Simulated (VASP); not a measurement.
# ScAl3P2 (P4/mmm) in VASP: a series of runs

The runs below take ScAl3P2 through single point, with PBE.

All numbers are computed with VASP 6.6.1; they aren't measurements. Logs are shortened: lines on timing, memory, paths and dates and some standing lists are left out, and cuts for length are marked.

## 1. The cell of the first run

The structure is tetragonal, space group P4/mmm (No. 123). The conventional cell has a = 5.313 Å, b = 5.313 Å, c = 3.961 Å, α = 90.00°, β = 90.00°, γ = 90.00°. Sc (site symmetry 4/mmm) has 4 Al at 2.66 Å and 8 P at 3.31 Å within 3.5 Å. Al (site symmetry mmm) has 2 P at 1.98 Å within 2.6 Å. Al (site symmetry 4/mmm) has 4 Al at 2.66 Å and 8 P at 3.31 Å within 3.5 Å. P (site symmetry mmm) has 2 Al at 1.98 Å within 2.6 Å.

## 2. Single point, PBE

Input file INCAR:

```
  PREC = Accurate
  ENCUT = 520
  EDIFF = 1E-6
  ISMEAR = 0
  SIGMA = 0.1
  LREAL = False
  LASPH = True
  NELM = 80
  ALGO = Normal
  ISIF = 2
  LWAVE = False
  LCHARG = True
  GGA = PE
  LELF = True
  LVHAR = True
  NBANDS = 24
```

Input file KPOINTS:

```
regular mesh
0
Gamma
  4 4 4
```

Input file POSCAR:

```
ScAl3P2
1.0
    5.3126959700      0.0000000000      0.0000000000
    0.0000000000      5.3126959700      0.0000000000
    0.0000000000      0.0000000000      3.9606324300
Sc Al P
1 3 2
Direct
    0.0000000000      0.0000000000      0.0000000000
    0.0000000000      0.5000000000      0.0000000000
    0.5000000000      0.0000000000      0.0000000000
    0.5000000000      0.5000000000      0.0000000000
    0.0000000000      0.5000000000      0.5000000000
    0.5000000000      0.0000000000      0.5000000000
```

Potentials or basis: VASP PAW PBE potentials, release 64 (Sc_sv, Al, P).

Command:

```bash
cat potpaw_PBE.64/Sc_sv/POTCAR potpaw_PBE.64/Al/POTCAR potpaw_PBE.64/P/POTCAR > POTCAR
mpirun -np 1 vasp_std > vasp.out
```

OUTCAR:

```text
PREC = Accurate
   ENCUT = 520
   EDIFF = 1E-6
   ISMEAR = 0
   LREAL = False
   LASPH = True
   NELM = 80
   ISIF = 2
   GGA = PE

 ion  position               nearest neighbor table
   1  0.000  0.000  0.000-   2 2.66   3 2.66   2 2.66   3 2.66
   2  0.000  0.500  0.000-   5 1.98   5 1.98   1 2.66   4 2.66   1 2.66   4 2.66
   3  0.500  0.000  0.000-   6 1.98   6 1.98   1 2.66   4 2.66   4 2.66   1 2.66
   4  0.500  0.500  0.000-   2 2.66   3 2.66   3 2.66   2 2.66
   5  0.000  0.500  0.500-   2 1.98   2 1.98
   6  0.500  0.000  0.500-   3 1.98   3 1.98

  LATTYP: Found a simple tetragonal cell.
 ALAT       =     5.3126959700
 C/A-ratio  =     0.7455033099

  Lattice vectors:

 A1 = (   5.3126959700,   0.0000000000,   0.0000000000)
 A2 = (   0.0000000000,   5.3126959700,   0.0000000000)
 A3 = (   0.0000000000,   0.0000000000,   3.9606324300)

Analysis of symmetry for initial positions (statically):
=====================================================================
 Subroutine PRICEL returns:
 Original cell was already a primitive cell.

 Routine SETGRP: Setting up the symmetry group for a
 simple tetragonal supercell.

 Subroutine GETGRP returns: Found 16 space group operations
 (whereof 16 operations were pure point group operations)
 out of a pool of 16 trial point group operations.

The static configuration has the point symmetry D_4h.

Analysis of symmetry for dynamics (positions and initial velocities):
=====================================================================
 Subroutine PRICEL returns:
 Original cell was already a primitive cell.

 Routine SETGRP: Setting up the symmetry group for a
 simple tetragonal supercell.

 Subroutine GETGRP returns: Found 16 space group operations
 (whereof 16 operations were pure point group operations)
 out of a pool of 16 trial point group operations.

The dynamic configuration has the point symmetry D_4h.

 Subroutine INISYM returns: Found 16 space group operations
 (whereof 16 operations are pure point group operations),
 and found     1 'primitive' translations

----------------------------------------------------------------------------------------

                                     Primitive cell

  volume of cell :     111.7878

  direct lattice vectors                    reciprocal lattice vectors
     5.312695970  0.000000000  0.000000000     0.188228351  0.000000000  0.000000000
     0.000000000  5.312695970  0.000000000     0.000000000  0.188228351  0.000000000
     0.000000000  0.000000000  3.960632430     0.000000000  0.000000000  0.252484930

  length of vectors
     5.312695970  5.312695970  3.960632430     0.188228351  0.188228351  0.252484930

  position of ions in fractional coordinates (direct lattice)
     0.000000000  0.000000000  0.000000000
     0.000000000  0.500000000  0.000000000
     0.500000000  0.000000000  0.000000000
     0.500000000  0.500000000  0.000000000
     0.000000000  0.500000000  0.500000000
     0.500000000  0.000000000  0.500000000

  ion indices of the primitive-cell ions
   primitive index   ion index
                 1           1
                 2           2
                 3           3
                 4           4
                 5           5
                 6           6

----------------------------------------------------------------------------------------

 KPOINTS: regular mesh

Automatic generation of k-mesh.
 Grid dimensions read from file:
 generate k-points for:    4    4    4

 Generating k-lattice:

  Cartesian coordinates                     Fractional coordinates (reciprocal lattice)
     0.047057088  0.000000000  0.000000000     0.250000000  0.000000000  0.000000000
     0.000000000  0.047057088  0.000000000     0.000000000  0.250000000  0.000000000
     0.000000000  0.000000000  0.063121232     0.000000000  0.000000000  0.250000000

  Length of vectors
     0.047057088  0.047057088  0.063121232

  Shift w.r.t. Gamma in fractional coordinates (k-lattice)
     0.000000000  0.000000000  0.000000000

 Subroutine IBZKPT returns following result:
 ===========================================

 Found     18 irreducible k-points:

 Following reciprocal coordinates:
            Coordinates               Weight
  0.000000  0.000000  0.000000      1.000000
  0.250000  0.000000  0.000000      4.000000
  0.500000  0.000000  0.000000      2.000000
  0.250000  0.250000  0.000000      4.000000
  0.500000  0.250000  0.000000      4.000000
  0.500000  0.500000  0.000000      1.000000
[... 10 lines left out ...]
  0.500000  0.250000  0.500000      4.000000
  0.500000  0.500000  0.500000      1.000000
   k-points           NKPTS =     18   k-points in BZ     NKDIM =     18   number of bands    NBANDS=     24
   number of dos      NEDOS =    301   number of ions     NIONS =      6
   total plane-waves  NPLWV =  48000
   dimension x,y,z NGX =    40 NGY =   40 NGZ =   30
   dimension x,y,z NGXF=    80 NGYF=   80 NGZF=   60
   ions per type =               1   3   2
   NGX,Y,Z   is equivalent  to a cutoff of  12.52, 12.52, 12.59 a.u.
   NGXF,Y,Z  is equivalent  to a cutoff of  25.03, 25.03, 25.18 a.u.
 SYSTEM =  unknown system
   PREC   = accura    normal or accurate (medium, high low for compatibility)
   ISTART =      0    job   : 0-new  1-cont  2-samecut
   ICHARG =      2    charge: 1-file 2-atom 10-const
   ISPIN  =      1    spin polarized calculation?
   LNONCOLLINEAR =      F non collinear calculations
   LSORBIT =      F    spin-orbit coupling
   LASPH  =      T    aspherical Exc in radial PAW
   ENCUT  =  520.0 eV  38.22 Ry    6.18 a.u.   9.88  9.88  7.36*2*pi/ulx,y,z
   NELM   =     80;   NELMIN=  2; NELMDL= -5     # of ELM steps
   EDIFF  = 0.1E-05   stopping-criterion for ELM
   LREAL  =      F    real-space projection
   EDIFFG = 0.1E-04   stopping-criterion for IOM
   NSW    =      0    number of steps for IOM
   IBRION =     -1    ionic relax: 0-MD 1-quasi-New 2-CG
   NFREE  =      0    steps in history (QN), initial steepest desc. (CG)
   ISIF   =      2    stress and relaxation
   ISYM   =      2    0-nonsym 1-usesym 2-fastsym
   POTIM  = 0.5000    time-step for ionic-motion
   TEBEG  =    0.0;   TEEND  =   0.0 temperature during run
   PSTRESS=    0.0 pullay stress
   NELECT =      30.0000    total number of electrons
   NUPDOWN=      -1.0000    fix difference up-down
   EMIN   =  10.00;   EMAX   =-10.00  energy-range for DOS
[... 5 lines left out ...]
     AMIX     =   0.40;   BMIX     =  1.00
     AMIX_MAG =   1.60;   BMIX_MAG =  1.00
  volume/ion in A,a.u.               =      18.63       125.73
  Fermi-wavevector in a.u.,A,eV,Ry     =   1.055967  1.995489 15.171404  1.115067
  Thomas-Fermi vector in A             =   2.191185
   LORBIT       =      0    0 simple, 1 ext, 2 COOP (PROOUT), +10 PAW based schemes
   GGA     = PE    functional components
   LHFCALC =     F    Hartree Fock is set to
[... 5 lines left out ...]
 Gauss-broadening in eV      SIGMA  =   0.10
  energy-cutoff  :      520.00
  volume of cell :      111.79
 maximum number of plane-waves:      3032
 NGX is ok and might be reduce to    40
   NGX = 19   NGY = 19   NGZ = 15

 number of electron      30.0000006 magnetization

 Free energy of the ion-electron system (eV)
  ---------------------------------------------------
  ext. energy  EPLUGINS =         0.00000000
  ---------------------------------------------------
  free energy    TOTEN  =       -22.75050163 eV

  energy without entropy =      -22.73396267  energy(sigma->0) =      -22.74223215

 E-fermi :   6.3119     XC(G=0):  -9.8835

 val. band max:        6.2545766680   @ k =   0.5000   0.0000   0.2500
 cond. band min:       6.3132467671   @ k =   0.2500   0.2500   0.5000
 fundamental gap:      0.0586700991
 Fermi energy:         6.3118875427

 k-point     1 :       0.0000    0.0000    0.0000
  band No.  band energies     occupation
      1     -43.6450      2.00000
      2     -22.3178      2.00000
      3     -22.3148      2.00000
      4     -22.3148      2.00000
      5      -6.3751      2.00000
      6      -5.1288      2.00000
[... 16 lines left out ...]
     23      10.0834      0.00000
     24      10.9724      0.00000

 k-point     2 :       0.2500    0.0000    0.0000
  band No.  band energies     occupation
      1     -43.6450      2.00000
      2     -22.3177      2.00000
      3     -22.3166      2.00000
      4     -22.3148      2.00000
      5      -6.1913      2.00000
      6      -5.2983      2.00000
[... 16 lines left out ...]
     23      10.2026      0.00000
     24      10.5188      0.00000

 k-point     3 :       0.5000    0.0000    0.0000
  band No.  band energies     occupation
      1     -43.6449      2.00000
      2     -22.3184      2.00000
      3     -22.3177      2.00000
      4     -22.3148      2.00000
      5      -5.7440      2.00000
      6      -5.7362      2.00000
[... 16 lines left out ...]
     23       9.9835      0.00000
     24      10.3450      0.00000

 k-point     4 :       0.2500    0.2500    0.0000
  band No.  band energies     occupation
      1     -43.6449      2.00000
      2     -22.3177      2.00000
      3     -22.3166      2.00000
      4     -22.3166      2.00000
      5      -6.0332      2.00000
      6      -5.3836      2.00000
[... 16 lines left out ...]
     23      10.0079      0.00000
     24      10.9495      0.00000

 k-point     5 :       0.5000    0.2500    0.0000
  band No.  band energies     occupation
      1     -43.6449      2.00000
      2     -22.3184      2.00000
      3     -22.3177      2.00000
      4     -22.3165      2.00000
      5      -5.6750      2.00000
      6      -5.6717      2.00000
[... 289 lines left out ...]
 k-point    16 :       0.2500    0.2500    0.5000
  band No.  band energies     occupation
      1     -43.6435      2.00000
      2     -22.3448      2.00000
      3     -22.3135      2.00000
      4     -22.3135      2.00000
      5      -4.9120      2.00000
      6      -4.4408      2.00000
[... 16 lines left out ...]
     23       9.7191      0.00000
     24      10.4031      0.00000

 k-point    17 :       0.5000    0.2500    0.5000
  band No.  band energies     occupation
      1     -43.6435      2.00000
      2     -22.3447      2.00000
      3     -22.3151      2.00000
      4     -22.3135      2.00000
      5      -4.6935      2.00000
      6      -4.6641      2.00000
[... 16 lines left out ...]
     23      10.0698      0.00000
     24      10.5055      0.00000

 k-point    18 :       0.5000    0.5000    0.5000
  band No.  band energies     occupation
      1     -43.6434      2.00000
      2     -22.3446      2.00000
      3     -22.3151      2.00000
      4     -22.3151      2.00000
      5      -4.6642      2.00000
      6      -4.6642      2.00000
[... 16 lines left out ...]
     23      10.8315      0.00000
     24      11.9440      0.00000

------------------------ aborting loop because EDIFF is reached ----------------------------------------

  FORCE on cell =-STRESS in cart. coord.  units (eV):
  Direction    XX          YY          ZZ          XY          YZ          ZX
  --------------------------------------------------------------------------------------
  -------------------------------------------------------------------------------------
  Total        3.9730695      3.9730695     41.7593640      0.0000000     -0.0000000      0.0000000
  in kB       56.9432543     56.9432543    598.5080446      0.0000000     -0.0000000      0.0000000
  external PRESSURE =     237.4648511 kB  Pullay stress =       0.0000000 kB

 VOLUME and BASIS-vectors are now :
 -----------------------------------------------------------------------------
  energy-cutoff  :      520.00
  volume of cell :      111.79
      direct lattice vectors                 reciprocal lattice vectors
     5.312695970  0.000000000  0.000000000     0.188228351  0.000000000  0.000000000
     0.000000000  5.312695970  0.000000000     0.000000000  0.188228351  0.000000000
     0.000000000  0.000000000  3.960632430     0.000000000  0.000000000  0.252484930

 POSITION                                       TOTAL-FORCE (eV/Angst)
 -----------------------------------------------------------------------------------
      0.00000      0.00000      0.00000         0.000000      0.000000      0.000000
      0.00000      2.65635      0.00000         0.000000      0.000000      0.000000
      2.65635      0.00000      0.00000         0.000000      0.000000      0.000000
      2.65635      2.65635      0.00000         0.000000      0.000000      0.000000
      0.00000      2.65635      1.98032         0.000000      0.000000      0.000000
      2.65635      0.00000      1.98032         0.000000      0.000000      0.000000
 -----------------------------------------------------------------------------------
    total drift:                               -0.000000      0.000000     -0.000000

  FREE ENERGIE OF THE ION-ELECTRON SYSTEM (eV)
  ---------------------------------------------------
  free  energy   TOTEN  =       -22.7505016261 eV

  energy  without entropy=      -22.7339626749  energy(sigma->0) =      -22.74223215
```

Run time: 22 s. Hardware: 1 thread of Intel Xeon 6975P-C (Granite Rapids), shared host; peak memory 0.22 GiB.

Results:

- Free energy: -22.7505 eV
- Pressure: 23.7 GPa
- Band gap on the k mesh: zero (band 15 reaches 6.72 eV, above the bottom of band 16 at 5.66 eV)

Caveat: the k points lie up to 0.40 Å⁻¹ apart.

## 3. Single point, PBE

This run uses another cell than the first one, of 23.02 Å³/atom, 1.235 times its volume.

Input file INCAR:

```
SYSTEM = ScAl3P2
  PREC = Accurate
  ENCUT = 520
  EDIFF = 1E-6
  ISMEAR = 0
  SIGMA = 0.1
  LREAL = .FALSE.
  LASPH = .TRUE.
  NELM = 100
  ALGO = Normal
  ISIF = 2
  LWAVE = .FALSE.
  LCHARG = .FALSE.
  GGA = PE
  NBANDS = 24
```

Input file KPOINTS:

```
Automatic mesh
0
G
  4 4 4
  0 0 0
```

POSCAR: that of step 2 with these lines changed.

```diff
@@ -2,5 +2,5 @@
 1.0
-    5.3126959700      0.0000000000      0.0000000000
-    0.0000000000      5.3126959700      0.0000000000
-    0.0000000000      0.0000000000      3.9606324300
+    5.5263040344      0.0000000000      0.0000000000
+    0.0000000000      5.5263040344      0.0000000000
+    0.0000000000      0.0000000000      4.5217453980
 Sc Al P
```

Potentials or basis: VASP PAW PBE potentials, release 64 (Sc_sv, Al, P).

Command:

```bash
cat potpaw_PBE.64/Sc_sv/POTCAR potpaw_PBE.64/Al/POTCAR potpaw_PBE.64/P/POTCAR > POTCAR
mpirun -np 1 vasp_std > vasp.out
```

Run time: 33 s. Hardware: 1 thread of Intel Xeon 6975P-C (Granite Rapids), shared host; peak memory 0.26 GiB.

Results (log left out):

```yaml
Free_energy: -25.2472 eV
Pressure: 0.0 GPa
Band_gap_on_the_k_mesh: zero (band 15 reaches 4.54 eV, above the bottom of band 16 at 3.93 eV)
```

Stress tensor (GPa, compression positive):
```
 0.01  0.00  0.00
 0.00  0.01  0.00
 0.00  0.00 -0.09
```

Levels at points of the mesh, in eV from the Fermi level:
| k point | band 13 | band 14 | band 15 | band 16 | band 17 | band 18 |
| --- | --- | --- | --- | --- | --- | --- |
| (0.00, 0.00, 0.00) | -1.21 | -1.21 | -1.21 | 0.24 | 0.48 | 0.85 |
| (0.50, 0.00, 0.00) | -2.43 | -1.44 | 0.21 | 0.92 | 0.92 | 1.02 |
| (0.50, 0.50, 0.00) | -1.65 | -0.58 | -0.19 | -0.02 | 1.19 | 1.61 |
| (0.00, 0.00, 0.50) | -1.92 | -0.49 | -0.49 | 0.44 | 0.92 | 1.10 |
| (0.50, 0.00, 0.50) | -1.84 | -1.58 | -1.39 | -0.16 | 0.96 | 1.27 |
| (0.50, 0.50, 0.50) | -0.64 | -0.02 | 0.16 | 1.19 | 1.19 | 1.31 |
